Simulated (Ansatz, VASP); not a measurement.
**One calculation of SiC, two programs**

```
Si C
1.0
     3.01238    0.00000    0.00000
    -1.50619    2.60879    0.00000
     0.00000    0.00000    4.74991
Si C
2 2
Cartesian
  0.0000 1.7392 0.0069
  1.5062 0.8696 2.3818
  0.0000 1.7392 1.8218
  1.5062 0.8696 4.1968
```

Alike in both runs: functional LDA; k mesh 12 × 12 × 6; occupations gaussian, width 0.05 eV; no spin polarisation.

Ansatz relaxed the structure, and its values are those at the end. VASP's run is a single point on that final structure, the one shown.

|  | VASP | Ansatz |
| --- | --- | --- |
| version | VASP 6.6.1 | Ansatz 0.2.0 |
| potentials or method | VASP PAW LDA potentials, release 64 (Si, C), cutoff 520 eV | scalar-relativistic, plane waves, PAW |
| valence electrons in the cell | 16 | 16 |

VASP gave:

```
gap on the k mesh at the Fermi level (eV) : 1.97
least direct gap on the mesh (eV)         : 3.75
pressure (GPa)                            : 22.8
```

Question: What did Ansatz give for the same quantities?

Answer: gap on the k mesh at the Fermi level (eV): 1.98; least direct gap on the mesh (eV): 3.76; pressure (GPa): 22.4.

Ansatz warns that its potentials were made for another functional, while VASP's fit it. LDA's correlation is that of Perdew and Zunger in VASP and of Perdew and Wang (1992) in Ansatz. Ansatz's warnings: stress scf threshold loose.
